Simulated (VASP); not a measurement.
Input of a VASP 6.6.1 run:

Contents of INCAR:

```
  PREC = Accurate
  ENCUT = 520
  EDIFF = 1E-6
  ISMEAR = -1
  SIGMA = 0.05
  LREAL = False
  LASPH = True
  NELM = 60
  ALGO = Normal
  ISIF = 2
  LWAVE = False
  LCHARG = False
  GGA = PE
  NBANDS = 18
```

The input KPOINTS:

```
regular mesh
0
Gamma
  14 14 10
```

POSCAR

```
P
1.0
    1.6601582724     -5.6150920368      0.0000000000
    1.6601582724      5.6150920368      0.0000000000
    0.0000000000      0.0000000000      4.5441911093
P
4
Direct
    0.0944674488      0.9055325512      0.9141610962
    0.5944674488      0.4055325512      0.5858389038
    0.9055325512      0.0944674488      0.0858389038
    0.4055325512      0.5944674488      0.4141610962
```

Potentials or basis: VASP PAW PBE potentials, release 64 (P).

The run is started by

```bash
$ cat potpaw_PBE.64/P/POTCAR > POTCAR
$ mpirun -np 1 vasp_std > vasp.out
```

(1) Predict the pressure.

(2) Estimate the band gap on the k mesh.

(3) What does it give for the largest force?

Answers

(1) -0.4 GPa.

(2) 0.14 eV.

(3) 0.056 eV/Å.
